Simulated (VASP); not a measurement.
Si5As3: relaxation of cell and atoms with PBE

Crystal: Si5As3.

```
CELL_PARAMETERS angstrom
6.50000 0.00000 0.00000
-3.25000 5.62917 0.00000
0.00000 0.00000 9.10000
ATOMIC_POSITIONS crystal
Si 0.33333 0.33333 0.54170
Si 0.33333 0.00000 0.45830
Si 0.66667 0.00000 0.54170
Si 0.66667 0.66667 0.45830
Si 0.66667 0.33333 0.12500
Si 0.66667 0.33333 0.87500
Si 0.00000 0.33333 0.45830
Si 0.00000 0.66667 0.54170
Si 0.33333 0.66667 0.87500
Si 0.33333 0.66667 0.12500
As 0.33333 0.33333 0.79170
As 0.33333 0.00000 0.20830
As 0.66667 0.00000 0.79170
As 0.66667 0.66667 0.20830
As 0.00000 0.33333 0.20830
As 0.00000 0.66667 0.79170
```

This cell differs from its parent crystal: atoms taken out.

```json
{
 "Program": "VASP 6.6.1",
 "Task": "relaxation of cell and atoms",
 "Functional": "PBE",
 "Potentials or basis": "VASP PAW PBE potentials, release 64 (Si, As)",
 "Cutoff": "600 eV",
 "k mesh": "3 × 3 × 2",
 "Occupations": "gaussian, width 0.2 eV",
 "Spin": "no spin polarisation",
 "Dipole correction": "no",
 "Further INCAR settings": "LREAL = Auto; ALGO = Normal; EDIFF = 1e-06; IBRION = 2; EDIFFG = -0.08; NSW = 36; ISIF = 3"
}
```

```
Relaxed volume                        : 22.35 Å³/atom
Relaxed cell                          : a = 6.731 Å, b = 6.731 Å, c = 9.114 Å, α = 90.00°, β = 90.00°, γ = 120.00°
Space group after relaxing (to 0.1 Å) : P-31m (No. 162)
Energy gained by relaxing             : 132.2 meV/atom
Ionic steps                           : 11
Pressure after relaxing               : -0.1 GPa
Largest force after relaxing          : 0.067 eV/Å
Band gap on the k mesh                : 0.73 eV (least direct gap 0.80 eV)
```

Forces on the atoms (eV/Å):
```
Si   0.022  0.037  0.051
Si   0.043  0.000 -0.051
Si  -0.043  0.000  0.051
Si  -0.022 -0.037 -0.051
Si   0.000  0.000 -0.024
Si   0.000  0.000  0.024
Si  -0.022  0.037 -0.051
Si   0.022 -0.037  0.051
Si   0.000  0.000  0.024
Si   0.000  0.000 -0.024
As  -0.017 -0.030 -0.054
As  -0.034  0.000  0.054
As   0.034  0.000 -0.054
As   0.017  0.030  0.054
As   0.017 -0.030  0.054
As  -0.017  0.030 -0.054
```

Stress tensor (GPa, compression positive):
```
-0.19  0.00  0.00
 0.00 -0.19  0.00
 0.00  0.00  0.15
```

Step by step:
| step | energy change (eV) | largest force (eV/Å) | pressure (GPa) | volume (Å³) |
| --- | --- | --- | --- | --- |
| 1 | 0.0000 | 1.9068 | 10.52 | 332.97 |
| 2 | -1.1155 | 0.4327 | -5.15 | 403.24 |
| 3 | -1.6398 | 0.6321 | -0.82 | 375.08 |
| 4 | -1.6398 | 0.6525 | -0.66 | 374.21 |
| 5 | -1.8403 | 0.5739 | -0.83 | 372.78 |
| 6 | -1.8747 | 0.6013 | -0.88 | 371.85 |
| 7 | -2.0120 | 0.3166 | -0.41 | 365.67 |
| 8 | -2.0490 | 0.4009 | 0.06 | 360.09 |
| 9 | -2.0966 | 0.1888 | 0.10 | 357.96 |
| 10 | -2.1016 | 0.1841 | 0.13 | 357.04 |
| 11 | -2.1154 | 0.0667 | -0.07 | 357.61 |

Final structure:
```yaml
crystal:
  lattice:
    - [6.73099, 0.00000, 0.00000]
    - [-3.36550, 5.82921, 0.00000]
    - [0.00000, 0.00000, 9.11434]
  atoms:
    - { symbol: Si, position: [0.33436, 0.33436, 0.54184] }
    - { symbol: Si, position: [0.33436, 0.00000, 0.45816] }
    - { symbol: Si, position: [0.66564, 0.00000, 0.54184] }
    - { symbol: Si, position: [0.66564, 0.66564, 0.45816] }
    - { symbol: Si, position: [0.66667, 0.33333, 0.12974] }
    - { symbol: Si, position: [0.66667, 0.33333, 0.87026] }
    - { symbol: Si, position: [0.00000, 0.33436, 0.45816] }
    - { symbol: Si, position: [0.00000, 0.66564, 0.54184] }
    - { symbol: Si, position: [0.33333, 0.66667, 0.87026] }
    - { symbol: Si, position: [0.33333, 0.66667, 0.12974] }
    - { symbol: As, position: [0.30636, 0.30636, 0.80619] }
    - { symbol: As, position: [0.30636, 0.00000, 0.19381] }
    - { symbol: As, position: [0.69364, 0.00000, 0.80619] }
    - { symbol: As, position: [0.69364, 0.69364, 0.19381] }
    - { symbol: As, position: [0.00000, 0.30636, 0.19381] }
    - { symbol: As, position: [0.00000, 0.69364, 0.80619] }
```

Levels at points of the mesh, in eV from the valence-band top:
| k point | band 33 | band 34 | band 35 | band 36 | band 37 | band 38 |
| --- | --- | --- | --- | --- | --- | --- |
| (0.00, 0.00, 0.00) | -0.78 | 0.00 | 0.00 | 0.80 | 1.39 | 1.39 |
| (0.00, 0.00, 0.50) | -0.70 | -0.15 | -0.15 | 0.95 | 1.45 | 1.50 |

It took 11 min on 1 thread of Intel(R) Xeon(R) 6975P-C (Granite Rapids), with other jobs on the host, peak memory 0.58 GiB.

Caveat: the cell differs from its parent crystal (atoms taken out); an odd mesh through Γ misses points on the zone boundary, where band edges can lie; the relaxation stopped at a loose force limit of 0.08 eV/Å, so its end isn't a converged minimum.
